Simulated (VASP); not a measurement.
**SiO2: single point with r2SCAN**

SiO2:

```
Si O
1.0
     5.03555    0.00000    0.00000
    -2.51777    4.36091    0.00000
     0.00000    0.00000    8.56524
Si O
4 8
Cartesian
  2.5178 1.4536 8.0259
  2.5178 1.4536 4.8219
  0.0000 2.9073 0.5393
  0.0000 2.9073 3.7433
  -1.0403 1.8019 0.0000
  1.0403 1.8019 4.2826
  2.9549 0.0000 4.2826
  1.4775 2.5591 0.0000
  -1.4775 2.5591 4.2826
  2.5178 1.4536 6.4239
  0.0000 2.9073 2.1413
  2.0806 0.0000 0.0000
```

```yaml
Program: VASP 6.6.1
Task: single point
Functional: r2SCAN
Potentials_or_basis: VASP PAW PBE potentials, release 64 (Si, O)
Cutoff: 520 eV
k_mesh: 6 × 6 × 4
Occupations: gaussian, width 0.01 eV
Spin: no spin polarisation
```

| Property | Result |
| --- | --- |
| Pressure | 0.1 GPa |
| Largest force | 0.012 eV/Å |
| Band gap on the k mesh | 6.18 eV (least direct gap 6.24 eV) |

Forces on the atoms (eV/Å):
```
Si   0.000  0.000 -0.012
Si   0.000  0.000  0.012
Si   0.000  0.000  0.012
Si   0.000  0.000 -0.012
O   -0.001  0.001  0.000
O    0.001  0.001  0.000
O   -0.002  0.000  0.000
O   -0.001 -0.001  0.000
O    0.001 -0.001  0.000
O    0.000  0.000  0.000
O    0.000  0.000  0.000
O    0.002  0.000  0.000
```

Levels at points of the mesh, in eV from the valence-band top:
```tsv
k point	band 29	band 30	band 31	band 32	band 33	band 34	band 35	band 36
(0.00, 0.00, 0.00)	-0.83	-0.79	-0.06	-0.06	6.18	8.69	8.79	9.78
(0.50, 0.00, 0.00)	-0.96	-0.76	-0.65	-0.04	8.54	8.90	9.43	10.04
(0.00, 0.00, 0.50)	-0.65	-0.65	-0.19	-0.19	6.99	6.99	10.16	10.16
(0.50, 0.00, 0.50)	-0.75	-0.75	-0.37	-0.37	9.01	9.01	9.15	9.15
```

It took 19 min on 1 thread of AMD EPYC 7R13, on a shared host, peak memory 0.38 GiB.

Caveat: the PAW data sets were made with another functional, which shifts forces and pressure a little. A k mesh can miss the band edges.
